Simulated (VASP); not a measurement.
**AlFe: single point with PBEsol**

AlFe:

```
Al Fe
1.0
     2.84501    0.00000    0.00000
     0.00000    2.84501    0.00000
     0.00000    0.00000    2.84501
Al Fe
1 1
Direct
  0.00000 0.00000 0.00000
  0.50000 0.50000 0.50000
```

* Program: VASP 6.6.1
* Task: single point
* Functional: PBEsol
* Potentials or basis: VASP PAW PBE potentials, release 64 (Al, Fe)
* Cutoff: 520 eV
* k mesh: 18 × 18 × 18
* Occupations: gaussian, width 0.15 eV
* Spin: collinear spin, ferromagnetic start
* Starting moments: [0.0, 0.75] μB

```yaml
Pressure: 0.4 GPa
Net_moment: 0.69 μB per cell
Site_moments: Al -0.02; Fe +0.72 μB
Valence_electrons_inside_the_program's_atomic_spheres: Al 0.85; Fe 7.49
```

Levels at points of the mesh, in eV from the Fermi level:
Spin up:
```tsv
k point	band 2	band 3	band 4	band 5	band 6	band 7	band 8	band 9	band 10	band 11
(0.00, 0.00, 0.00)	-2.65	-2.65	-0.33	-0.33	-0.33	6.53	6.53	6.53	9.48	9.48
(0.50, 0.00, 0.00)	-6.17	-1.99	-1.32	-1.32	-0.20	0.94	8.78	11.23	11.23	12.33
(0.50, 0.50, 0.00)	-2.66	-2.15	-2.15	-1.09	-1.09	0.46	3.35	4.31	13.21	16.38
(0.50, 0.50, 0.50)	-3.72	-3.72	0.51	0.51	2.98	2.98	2.98	4.60	6.17	6.17
```
Spin down:
```csv
k point,band 2,band 3,band 4,band 5,band 6,band 7,band 8,band 9
"(0.00, 0.00, 0.00)",-2.26,-2.26,0.45,0.45,0.45,6.58,6.58,6.58
"(0.50, 0.00, 0.00)",-6.07,-1.54,-0.64,-0.64,0.59,1.46,8.71,11.32
"(0.50, 0.50, 0.00)",-2.33,-2.13,-2.13,-0.38,-0.38,1.03,3.71,4.83
"(0.50, 0.50, 0.50)",-3.33,-3.33,1.07,1.07,3.06,3.06,3.06,4.54
```

It took 2.5 min on 1 thread of Intel Xeon 8259CL, on a shared host, peak memory 0.25 GiB.

Caveat: the PAW data sets were made with another functional, which shifts forces and pressure a little.
